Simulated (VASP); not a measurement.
# Al2P3 (P6/mmm) in VASP: notebook, part 2 of 2

VASP 6.6.1.

### Step 4. Relaxation of cell and atoms, PBE

INCAR

```
ALGO = Normal
EDIFF = 1E-6
EDIFFG = -0.04
ENCUT = 600
GGA = PE
IBRION = 2
ISIF = 3
ISMEAR = 0
LASPH = T
LCHARG = F
LREAL = F
LWAVE = F
NELM = 80
NSW = 90
PREC = Accurate
SIGMA = 0.1
```

KPOINTS

```
k-points
0
Gamma
  6 6 4
```

POSCAR

```
Al2P3
1.0
    4.2759448200      0.0000000000      0.0000000000
   -2.1379724100      3.7030768400      0.0000000000
    0.0000000000      0.0000000000      3.8685851000
Al P
2 3
Direct
    0.0000000000      0.0000000000      0.5000000000
    0.0000000000      0.0000000000      0.0000000000
    0.5000000000      0.0000000000      0.0000000000
    0.0000000000      0.5000000000      0.0000000000
    0.5000000000      0.5000000000      0.0000000000
```

Potentials or basis: VASP PAW PBE potentials, release 64 (Al, P).

Started as:

```bash
$ cat potpaw_PBE.64/Al/POTCAR potpaw_PBE.64/P/POTCAR > POTCAR
$ mpirun -np 1 vasp_std > vasp.out
```

OUTCAR:

```text
EDIFF = 1E-6
   EDIFFG = -0.04
   ENCUT = 600
   GGA = PE
   IBRION = 2
   ISIF = 3
   ISMEAR = 0
   LASPH = T
   LREAL = F
   NELM = 80
   NSW = 90
   PREC = Accurate

 ion  position               nearest neighbor table
   1  0.000  0.000  0.500-   2 1.93   2 1.93   3 2.88   3 2.88   3 2.88   3 2.88   4 2.88   5 2.88
                             4 2.88   4 2.88   4 2.88   5 2.88   5 2.88   5 2.88
   2  0.000  0.000  0.000-   1 1.93   1 1.93   3 2.14   3 2.14   4 2.14   4 2.14   5 2.14   5 2.14

   3  0.500  0.000  0.000-   2 2.14   2 2.14   5 2.14   5 2.14   4 2.14   4 2.14   1 2.88   1 2.88
                             1 2.88   1 2.88
   4  0.000  0.500  0.000-   5 2.14   5 2.14   2 2.14   2 2.14   3 2.14   3 2.14   1 2.88   1 2.88
                             1 2.88   1 2.88
   5  0.500  0.500  0.000-   4 2.14   4 2.14   2 2.14   3 2.14   3 2.14   2 2.14   1 2.88   1 2.88
                             1 2.88   1 2.88

  LATTYP: Found a hexagonal cell.
 ALAT       =     4.2759448200
 C/A-ratio  =     0.9047322318

  Lattice vectors:

 A1 = (   4.2759448200,   0.0000000000,   0.0000000000)
 A2 = (  -2.1379724100,   3.7030768400,   0.0000000000)
 A3 = (   0.0000000000,   0.0000000000,   3.8685851000)

Analysis of symmetry for initial positions (statically):
=====================================================================
 Subroutine PRICEL returns:
 Original cell was already a primitive cell.

 Routine SETGRP: Setting up the symmetry group for a
 hexagonal supercell.

 Subroutine GETGRP returns: Found 24 space group operations
 (whereof 24 operations were pure point group operations)
 out of a pool of 24 trial point group operations.

The static configuration has the point symmetry D_6h.

Analysis of symmetry for dynamics (positions and initial velocities):
=====================================================================
 Subroutine PRICEL returns:
 Original cell was already a primitive cell.

 Routine SETGRP: Setting up the symmetry group for a
 hexagonal supercell.

 Subroutine GETGRP returns: Found 24 space group operations
 (whereof 24 operations were pure point group operations)
 out of a pool of 24 trial point group operations.

The dynamic configuration has the point symmetry D_6h.

 Subroutine INISYM returns: Found 24 space group operations
 (whereof 24 operations are pure point group operations),
 and found     1 'primitive' translations

----------------------------------------------------------------------------------------

                                     Primitive cell

  volume of cell :      61.2558

  direct lattice vectors                    reciprocal lattice vectors
     4.275944820  0.000000000  0.000000000     0.233866442  0.135022853  0.000000000
    -2.137972410  3.703076840  0.000000000     0.000000000  0.270045706  0.000000000
     0.000000000  0.000000000  3.868585100     0.000000000  0.000000000  0.258492440

  length of vectors
     4.275944820  4.275944821  3.868585100     0.270045706  0.270045706  0.258492440

  position of ions in fractional coordinates (direct lattice)
     0.000000000  0.000000000  0.500000000
     0.000000000  0.000000000  0.000000000
     0.500000000  0.000000000  0.000000000
     1.000000000  0.500000000  0.000000000
     0.500000000  0.500000000  0.000000000

  ion indices of the primitive-cell ions
   primitive index   ion index
                 1           1
                 2           2
                 3           3
                 4           4
                 5           5

----------------------------------------------------------------------------------------

 KPOINTS: k-points

Automatic generation of k-mesh.
 Grid dimensions read from file:
 generate k-points for:    6    6    4

 Generating k-lattice:

  Cartesian coordinates                     Fractional coordinates (reciprocal lattice)
     0.038977740  0.022503809  0.000000000     0.166666667 -0.000000000  0.000000000
     0.000000000  0.045007618  0.000000000     0.000000000  0.166666667  0.000000000
     0.000000000  0.000000000  0.064623110     0.000000000  0.000000000  0.250000000

  Length of vectors
     0.045007618  0.045007618  0.064623110

  Shift w.r.t. Gamma in fractional coordinates (k-lattice)
     0.000000000  0.000000000  0.000000000

 Subroutine IBZKPT returns following result:
 ===========================================

 Found     21 irreducible k-points:

 Following reciprocal coordinates:
            Coordinates               Weight
  0.000000  0.000000  0.000000      1.000000
  0.166667  0.000000  0.000000      6.000000
  0.333333  0.000000  0.000000      6.000000
  0.500000  0.000000  0.000000      3.000000
  0.166667  0.166667  0.000000      6.000000
  0.333333  0.166667  0.000000     12.000000
[... 13 lines left out ...]
  0.333333  0.166667  0.500000     12.000000
  0.333333  0.333333  0.500000      2.000000
   k-points           NKPTS =     21   k-points in BZ     NKDIM =     21   number of bands    NBANDS=     14
   number of dos      NEDOS =    301   number of ions     NIONS =      5
   total plane-waves  NPLWV =  41472
   dimension x,y,z NGX =    36 NGY =   36 NGZ =   32
   dimension x,y,z NGXF=    72 NGYF=   72 NGZF=   64
   ions per type =               2   3
   NGX,Y,Z   is equivalent  to a cutoff of  14.00, 14.00, 13.75 a.u.
   NGXF,Y,Z  is equivalent  to a cutoff of  27.99, 27.99, 27.50 a.u.
 SYSTEM =  unknown system
   PREC   = accura    normal or accurate (medium, high low for compatibility)
   ISTART =      0    job   : 0-new  1-cont  2-samecut
   ICHARG =      2    charge: 1-file 2-atom 10-const
   ISPIN  =      1    spin polarized calculation?
   LNONCOLLINEAR =      F non collinear calculations
   LSORBIT =      F    spin-orbit coupling
   LASPH  =      T    aspherical Exc in radial PAW
   ENCUT  =  600.0 eV  44.10 Ry    6.64 a.u.   8.54  8.54  7.73*2*pi/ulx,y,z
   NELM   =     80;   NELMIN=  2; NELMDL= -5     # of ELM steps
   EDIFF  = 0.1E-05   stopping-criterion for ELM
   LREAL  =      F    real-space projection
   EDIFFG = -.4E-01   stopping-criterion for IOM
   NSW    =     90    number of steps for IOM
   IBRION =      2    ionic relax: 0-MD 1-quasi-New 2-CG
   NFREE  =      1    steps in history (QN), initial steepest desc. (CG)
   ISIF   =      3    stress and relaxation
   ISYM   =      2    0-nonsym 1-usesym 2-fastsym
   POTIM  = 0.5000    time-step for ionic-motion
   TEBEG  =    0.0;   TEEND  =   0.0 temperature during run
   PSTRESS=    0.0 pullay stress
   NELECT =      21.0000    total number of electrons
   NUPDOWN=      -1.0000    fix difference up-down
   EMIN   =  10.00;   EMAX   =-10.00  energy-range for DOS
   EFERMI =   0.00;   METHOD = LEGACY
   ISMEAR =     0;   SIGMA  =   0.10  broadening in eV -4-tet -1-fermi 0-gaus
   EFERMI_NEDOS =   21; number of points for ismear=-14 and -15
   IALGO  =     38    algorithm
   IMIX   =      4    mixing-type and parameters
     AMIX     =   0.40;   BMIX     =  1.00
     AMIX_MAG =   1.60;   BMIX_MAG =  1.00
  volume/ion in A,a.u.               =      12.25        82.67
  Fermi-wavevector in a.u.,A,eV,Ry     =   1.145774  2.165199 17.861700  1.312798
  Thomas-Fermi vector in A             =   2.282461
   LORBIT       =      0    0 simple, 1 ext, 2 COOP (PROOUT), +10 PAW based schemes
   GGA     = PE    functional components
   LHFCALC =     F    Hartree Fock is set to
   AEXX    =    0.0000 exact exchange contribution
   IVDW    =     0    specifies the selected vdW correction
   LEPSILON=     F    determine dielectric tensor
   LRPA    =     F    only Hartree local field effects (RPA)
 conjugate gradient relaxation of ions
 non-spin polarized calculation
 Gauss-broadening in eV      SIGMA  =   0.10
  energy-cutoff  :      600.00
  volume of cell :       61.26
 maximum number of plane-waves:      2085
 NGX is ok and might be reduce to    36
   NGX = 17   NGY = 17   NGZ = 15

--------------------------------------- Ionic step        1  -------------------------------------------

 number of electron      21.0000002 magnetization

 Free energy of the ion-electron system (eV)
  ---------------------------------------------------
  ext. energy  EPLUGINS =         0.00000000
  ---------------------------------------------------
  free energy    TOTEN  =       -10.40667725 eV

  energy without entropy =      -10.39800008  energy(sigma->0) =      -10.40233866

 E-fermi :  11.8731     XC(G=0): -11.4077

 val. band max:       11.8714847401   @ k =   0.1667   0.1667   0.5000
 cond. band min:      11.8866925888   @ k =   0.0000   0.0000   0.2500
 fundamental gap:      0.0152078488
 Fermi energy:        11.8730736247

 k-point     1 :       0.0000    0.0000    0.0000
  band No.  band energies     occupation
      1      -7.0719      2.00000
      2       1.3000      2.00000
      3       2.6241      2.00000
      4       2.6241      2.00000
      5       3.1528      2.00000
      6       3.1528      2.00000
      7       4.2960      2.00000
      8       5.4228      2.00000
      9       9.9288      2.00000
     10      13.0663      0.00000
     11      13.0663      0.00000
     12      13.8689      0.00000
[... 1013 lines left out ...]
  energy  without entropy=      -20.3124997865  energy(sigma->0) =      -20.31543366

--------------------------------------- Ionic step        9  -------------------------------------------

 number of electron      21.0000009 magnetization

 Free energy of the ion-electron system (eV)
  ---------------------------------------------------
  ext. energy  EPLUGINS =         0.00000000
  ---------------------------------------------------
  free energy    TOTEN  =       -20.32277788 eV

  energy without entropy =      -20.31721669  energy(sigma->0) =      -20.31999728

 E-fermi :   4.4915     XC(G=0):  -8.7250

 val. band max:        4.3625994196   @ k =   0.3333   0.0000   0.2500
 cond. band min:       4.5153651108   @ k =   0.5000   0.0000   0.0000
 fundamental gap:      0.1527656912
 Fermi energy:         4.4915485097

 k-point     1 :       0.0000    0.0000    0.0000
  band No.  band energies     occupation
      1      -9.4224      2.00000
      2      -3.5192      2.00000
      3      -3.5192      2.00000
      4      -2.1475      2.00000
      5      -1.3087      2.00000
      6      -1.3087      2.00000
      7      -0.6640      2.00000
      8      -0.1592      2.00000
      9       3.3729      2.00000
     10       5.1444      0.00000
     11       5.1444      0.00000
     12       5.3380      0.00000
[... 372 lines left out ...]
  FREE ENERGIE OF THE ION-ELECTRON SYSTEM (eV)
  ---------------------------------------------------
  free  energy   TOTEN  =       -20.3227778837 eV

  energy  without entropy=      -20.3172166858  energy(sigma->0) =      -20.31999728

 reached required accuracy - stopping structural energy minimisation
```

OSZICAR:

```text
N       E                     dE             d eps       ncg     rms          rms(c)
DAV:   1     0.877138571977E+02    0.87714E+02   -0.96988E+03   588   0.140E+03
DAV:   2    -0.711529389420E+01   -0.94829E+02   -0.92830E+02   788   0.219E+02
DAV:   3    -0.120304069892E+02   -0.49151E+01   -0.48480E+01   798   0.481E+01
[... 92 lines left out ...]
DAV:   3    -0.203230562881E+02    0.17555E-02   -0.63408E-03   684   0.400E-01    0.915E-02
DAV:   4    -0.203228056573E+02    0.25063E-03   -0.57136E-04   680   0.130E-01    0.386E-02
DAV:   5    -0.203227790730E+02    0.26584E-04   -0.80107E-05   726   0.508E-02    0.269E-02
DAV:   6    -0.203227783169E+02    0.75611E-06   -0.10227E-05   624   0.177E-02    0.349E-03
DAV:   7    -0.203227778837E+02    0.43316E-06   -0.10353E-06   444   0.610E-03
   9 F= -.20322778E+02 E0= -.20319997E+02  d E =-.441036E-02
```

CONTCAR:

```text
Al2P3
   1.00000000000000
     5.0863061900073800   -0.0000000000000000    0.0000000000000000
    -2.5431530950036900    4.4048703730395076   -0.0000000000000000
     0.0000000000000000   -0.0000000000000000    5.1460188625354348
  Al              P
     2     3
Direct
     1.0000000000000000    1.0000000000000000    0.5000000000000000
     1.0000000000000000    1.0000000000000000    0.0000000000000000
     0.5000000000000000    0.0000000000000000    1.0000000000000000
     1.0000000000000000    0.5000000000000000    0.0000000000000000
     0.5000000000000000    0.5000000000000000    1.0000000000000000

  0.00000000E+00  0.00000000E+00  0.00000000E+00
  0.00000000E+00  0.00000000E+00  0.00000000E+00
  0.00000000E+00  0.00000000E+00  0.00000000E+00
  0.00000000E+00  0.00000000E+00  0.00000000E+00
  0.00000000E+00  0.00000000E+00  0.00000000E+00
```

Wall time 3 min (1 thread of Intel Xeon Platinum 8375C at 2.90GHz (Ice Lake), shared host); peak memory 0.19 GiB.

Results:

| Item | Value |
| --- | --- |
| Free energy | -20.3228 eV |
| Relaxed volume | 23.06 Å³/atom |
| Relaxed cell | a = 5.086 Å, b = 5.086 Å, c = 5.146 Å, α = 90.00°, β = 90.00°, γ = 120.00° |
| Space group after relaxing (to 0.05 Å) | P6/mmm (No. 191) |
| Energy gained by relaxing | 1983.2 meV/atom |
| Ionic steps | 9 |
| Pressure after relaxing | -0.1 GPa |

The path:
```tsv
step	energy change (eV)	largest force (eV/Å)	pressure (GPa)	volume (Å³)
1	0.0000	0.0000	97.50	61.26
2	-7.9981	0.0000	-8.84	153.97
3	-9.5473	0.0000	1.12	109.49
4	-9.5527	0.0000	-0.39	112.56
5	-9.5540	0.0000	0.19	111.32
6	-9.8867	0.0000	0.41	112.87
7	-9.9106	0.0000	0.91	113.41
8	-9.9117	0.0000	0.82	113.33
9	-9.9161	0.0000	-0.08	115.29
```

Final structure:
```
Al P
1.0
     5.08631    0.00000    0.00000
    -2.54315    4.40487    0.00000
     0.00000    0.00000    5.14602
Al P
2 3
Direct
  0.00000 0.00000 0.50000
  0.00000 0.00000 0.00000
  0.50000 0.00000 0.00000
  0.00000 0.50000 0.00000
  0.50000 0.50000 0.00000
```

Caveat: the k points lie up to 0.31 Å⁻¹ apart in the final cell; the volume moved by over 15 % at a fixed basis, so the end points are rough.

### Step 5. Single point, PBE

This run uses another cell than the first one, of 23.00 Å³/atom, 1.877 times its volume.

INCAR

```
  PREC = Accurate
  ENCUT = 520
  EDIFF = 1E-7
  ISMEAR = 0
  SIGMA = 0.1
  LREAL = F
  LASPH = T
  NELM = 100
  ALGO = Normal
  ISIF = 2
  LWAVE = F
  LCHARG = F
  GGA = PE
  NBANDS = 18
```

KPOINTS

```
regular mesh
0
Gamma
  12 12 8
```

POSCAR, as its differences from that of step 4:

```diff
@@ -2,5 +2,5 @@
 1.0
-    4.2759448200      0.0000000000      0.0000000000
-   -2.1379724100      3.7030768400      0.0000000000
-    0.0000000000      0.0000000000      3.8685851000
+    5.0861414383      0.0000000000      0.0000000000
+   -2.5430707192      4.4047276928      0.0000000000
+    0.0000000000      0.0000000000      5.1326854072
 Al P
```

Started as:

```bash
$ cat potpaw_PBE.64/Al/POTCAR potpaw_PBE.64/P/POTCAR > POTCAR
$ mpirun -np 1 vasp_std > vasp.out
```

Wall time 3.7 min (1 thread of Intel Xeon Platinum 8375C at 2.90GHz (Ice Lake), shared host); peak memory 0.33 GiB.

Results (log left out):

```yaml
Free_energy: -20.2014 eV
Pressure: -0.1 GPa
```

Stress tensor (GPa, compression positive):
```
-0.09  0.00  0.00
 0.00 -0.09  0.00
 0.00  0.00 -0.02
```

Levels at points of the mesh, in eV from the Fermi level:
| k point | band 7 | band 8 | band 9 | band 10 | band 11 | band 12 | band 13 | band 14 |
| --- | --- | --- | --- | --- | --- | --- | --- | --- |
| (0.00, 0.00, 0.00) | -5.22 | -4.70 | -1.15 | 0.61 | 0.61 | 0.79 | 2.90 | 2.90 |
| (0.50, 0.00, 0.00) | -2.95 | -1.76 | -1.59 | -0.89 | -0.63 | -0.02 | 0.22 | 0.76 |
| (0.00, 0.00, 0.50) | -5.78 | -3.65 | -1.43 | 0.18 | 0.18 | 1.14 | 1.14 | 3.49 |
| (0.50, 0.00, 0.50) | -1.67 | -1.56 | -1.35 | -1.06 | -0.97 | -0.75 | 1.18 | 3.15 |

### Step 6. Relaxation of cell and atoms, PBE

This run uses another cell than the first one, of 23.06 Å³/atom, 1.882 times its volume.

INCAR

```
SYSTEM = Al2P3
ALGO = Normal ; EDIFF = 1E-6
EDIFFG = -0.01 ; ENCUT = 600
GGA = PE ; IBRION = 2
ISIF = 3 ; ISMEAR = 0
LASPH = .True. ; LCHARG = .False.
LREAL = .False. ; LWAVE = .False.
NELM = 100 ; NSW = 100
PREC = Accurate ; SIGMA = 0.1
```

KPOINTS

```
k-points
0
Gamma
  12 12 8
  0 0 0
```

POSCAR, as its differences from that of step 5:

```diff
@@ -2,5 +2,5 @@
 1.0
-    5.0861414383      0.0000000000      0.0000000000
-   -2.5430707192      4.4047276928      0.0000000000
-    0.0000000000      0.0000000000      5.1326854072
+    5.0847881716      0.0000000000      0.0000000000
+   -2.5423940858      4.4035557295      0.0000000000
+    0.0000000000      0.0000000000      5.1496161214
 Al P
```

Potentials or basis: VASP PAW PBE potentials, release 64 (Al, P).

Started as:

```bash
$ cat potpaw_PBE.64/Al/POTCAR potpaw_PBE.64/P/POTCAR > POTCAR
$ mpirun -np 1 vasp_std > vasp.out
```

Run time: 10 min. Hardware: 1 thread of Intel Xeon Platinum 8375C at 2.90GHz (Ice Lake), shared host; peak memory 0.37 GiB.

It converged, with:

```
Free energy                            : -20.2021 eV
Relaxed volume                         : 22.97 Å³/atom
Relaxed cell                           : a = 5.084 Å, b = 5.084 Å, c = 5.131 Å, α = 90.00°, β = 90.00°, γ = 120.00°
Space group after relaxing (to 0.05 Å) : P6/mmm (No. 191)
Energy gained by relaxing              : 0.1 meV/atom
Ionic steps                            : 6
Pressure after relaxing                : 0.0 GPa
```

Step by step:
```csv
step,energy change (eV),largest force (eV/Å),pressure (GPa),volume (Å³)
1,0.0000,0.0000,-0.13,115.31
2,-0.0002,0.0000,-0.02,115.00
3,-0.0003,0.0000,0.01,114.90
4,-0.0003,0.0000,0.09,114.68
5,-0.0003,0.0000,0.04,114.82
6,-0.0003,0.0000,0.00,114.85
```

Final structure:
```
Al P
1.0
     5.08387    0.00000    0.00000
    -2.54193    4.40276    0.00000
     0.00000    0.00000    5.13134
Al P
2 3
Direct
  0.00000 0.00000 0.50000
  0.00000 0.00000 0.00000
  0.50000 0.00000 0.00000
  0.00000 0.50000 0.00000
  0.50000 0.50000 0.00000
```

Levels at points of the mesh, in eV from the Fermi level:
| k point | band 6 | band 7 | band 8 | band 9 | band 10 | band 11 | band 12 | band 13 | band 14 |
| --- | --- | --- | --- | --- | --- | --- | --- | --- | --- |
| (0.00, 0.00, 0.00) | -5.86 | -5.22 | -4.71 | -1.15 | 0.61 | 0.61 | 0.79 | 2.90 | 2.90 |
| (0.50, 0.00, 0.00) | -3.07 | -2.95 | -1.75 | -1.60 | -0.89 | -0.63 | -0.02 | 0.22 | 0.76 |
| (0.00, 0.00, 0.50) | -5.79 | -5.79 | -3.65 | -1.43 | 0.18 | 0.18 | 1.14 | 1.14 | 3.49 |
| (0.50, 0.00, 0.50) | -3.79 | -1.67 | -1.56 | -1.35 | -1.06 | -0.98 | -0.75 | 1.18 | 3.15 |

### Step 7. Summary

| task | cell | k mesh | cutoff (eV) | gap on the mesh (eV) | pressure (GPa) | relaxed volume (Å³/atom) |
| --- | --- | --- | --- | --- | --- | --- |
| single point | a = 4.276, b = 4.276, c = 3.869 Å, angles 90.0, 90.0, 120.0°, 5 atoms | 6 × 6 × 4 | 520 | none | 97.5 | - |
| single point | a = 5.085, b = 5.085, c = 5.150 Å, angles 90.0, 90.0, 120.0°, 5 atoms | 6 × 6 × 4 | 520 | none | -0.1 | - |
| relaxation of cell and atoms | relaxed from a = 4.276, b = 4.276, c = 3.869 Å, angles 90.0, 90.0, 120.0°, 5 atoms | 6 × 6 × 4 | 600 | none | -0.1 | 23.06 |
| single point | a = 5.086, b = 5.086, c = 5.133 Å, angles 90.0, 90.0, 120.0°, 5 atoms | 12 × 12 × 8 | 520 | none | -0.1 | - |
| relaxation of cell and atoms | relaxed from a = 5.085, b = 5.085, c = 5.150 Å, angles 90.0, 90.0, 120.0°, 5 atoms | 12 × 12 × 8 | 600 | none | 0.0 | 22.97 |

Alike in all rows: level PBE; potentials or basis VASP PAW PBE potentials, release 64 (Al, P); no spin polarisation; smearing gaussian 0.1 eV.

Caveats: some runs use coarse meshes; the volume moved by over 15 % at a fixed basis, so the end points are rough (some runs).

Total energies depend on the potentials used, so only differences within one code and one set of settings carry meaning.
